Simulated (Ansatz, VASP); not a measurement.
Two plane-wave programs on CdTe

The input INCAR:

```
PREC = Accurate
ENCUT = 520
EDIFF = 1E-6
ISMEAR = 0
SIGMA = 0.05
LREAL = False
LASPH = True
NELM = 60
ALGO = Normal
ISIF = 2
LWAVE = False
LCHARG = False
GGA = PE
NBANDS = 16
```

KPOINTS

```
Automatic mesh
0
Gamma
  10 10 10
```

File POSCAR:

```
CdTe
1.0
    0.0000000000      3.2094260826      3.4079472836
    3.2094260826      0.0000000000      3.4079472836
    3.2094260826      3.2094260826      0.0000000000
Cd Te
1 1
Direct
    0.0000000000      0.0000000000      0.0000000000
    0.7500000000      0.7500000000      0.7500000000
```

Input for Ansatz:

```yaml
crystal:
  lattice:
    - [0.0, 3.2094260826, 3.4079472836]
    - [3.2094260826, 0.0, 3.4079472836]
    - [3.2094260826, 3.2094260826, 0.0]
  atoms:
    - { symbol: Cd, position: [0.0, 0.0, 0.0] }
    - { symbol: Te, position: [0.75, 0.75, 0.75] }
basis:
  ecutwfc: 420
kpoints:
  mp_grid: { grid: [10, 10, 10] }
hamiltonian:
  xc: pbe
scf:
  occupations: { method: gaussian, width: 0.05 }
output:
  forces: true
  stress: true
  eigenvalues: true
```

Change from the starting cell: strain -0.030 along x and y, +0.030 along z, atoms carried along.

Alike in both runs: task single point; functional PBE; k mesh 10 × 10 × 10; occupations gaussian, width 0.05 eV; no spin polarisation.

```csv
,VASP,Ansatz
version,VASP 6.6.1,Ansatz 0.2.0
potentials or method,"VASP PAW PBE potentials, release 64 (Cd, Te), cutoff 520 eV","scalar-relativistic, plane waves, PAW"
valence electrons in the cell,18,36
```

```tsv
	VASP	Ansatz	Ansatz less VASP
gap on the k mesh at the Fermi level (eV)	0.59	0.60	+0.002
least direct gap on the mesh (eV)	0.59	0.60	+0.002
pressure (GPa)	1.3	1.2	-0.13
traceless stress, the component that is largest in VASP (GPa)	-0.70	-0.70	-0.003
```

VASP's potentials hold 18 valence electrons a cell and Ansatz's 36, so a difference there can come from the potentials and not from the codes.

Spin-orbit coupling is off throughout.
